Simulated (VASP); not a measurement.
HfO2:

```
Hf O
1.0
     5.08032    0.00000    0.00000
     0.00000    5.16487    0.00000
     0.00000    0.00000    4.89088
Hf O
4 8
Direct
  0.22259 0.78180 0.27207
  0.72259 0.71820 0.72793
  0.77741 0.21820 0.27207
  0.27741 0.28180 0.72793
  0.18682 0.16365 0.10453
  0.68682 0.33635 0.89547
  0.81318 0.83635 0.10453
  0.31318 0.66365 0.89547
  0.00000 0.50000 0.48905
  0.50000 0.00000 0.51095
  0.00000 0.00000 0.57562
  0.50000 0.50000 0.42438
```

| Property | Result |
| --- | --- |
| Program | VASP 6.6.1 |
| Task | relaxation of cell and atoms |
| Functional | PBE |
| Potentials or basis | VASP PAW PBE potentials, release 64 (Hf_pv, O) |
| Cutoff | 600 eV |
| k mesh | 5 × 5 × 6 |
| Occupations | fermi-dirac, width 0.05 eV |
| Spin | no spin polarisation |

At the start: pressure 6.3 GPa; volume 10.69 Å³/atom.

**Question.** Where does the relaxation end?

**Answer.** Over 10 steps the energy falls by 5.1 meV/atom and the volume is 10.97 Å³/atom (+2.6 %); space group P2_12_12 (No. 18, to 0.05 Å).

The path:
| step | energy change (eV) | largest force (eV/Å) | pressure (GPa) | volume (Å³) |
| --- | --- | --- | --- | --- |
| 1 | 0.0000 | 0.1035 | 6.25 | 128.33 |
| 2 | 0.0840 | 0.3654 | -8.65 | 136.24 |
| 3 | -0.0577 | 0.0911 | -0.01 | 131.34 |
| 4 | -0.0577 | 0.0875 | 0.11 | 131.28 |
| 5 | -0.0593 | 0.0898 | 0.09 | 131.44 |
| 6 | -0.0593 | 0.0790 | 0.08 | 131.43 |
| 7 | -0.0605 | 0.0312 | -0.06 | 131.61 |
| 8 | -0.0608 | 0.0150 | -0.15 | 131.73 |
| 9 | -0.0608 | 0.0133 | 0.20 | 131.56 |
| 10 | -0.0608 | 0.0079 | 0.04 | 131.64 |

Final structure:
```xyz
12
Lattice="5.1324 0.0000 0.0000 0.0000 5.2052 0.0000 0.0000 0.0000 4.9277" Properties=species:S:1:pos:R:3 pbc="T T T"
Hf    1.1406    4.0721    1.3404
Hf    3.7068    3.7357    3.5873
Hf    3.9917    1.1331    1.3404
Hf    1.4255    1.4695    3.5873
O     0.9560    0.8463    0.5085
O     3.5221    1.7563    4.4192
O     4.1764    4.3589    0.5085
O     1.6102    3.4489    4.4192
O     0.0000    2.6026    2.4100
O     2.5662    0.0000    2.5177
O     0.0000    0.0000    2.8322
O     2.5662    2.6026    2.0955
```
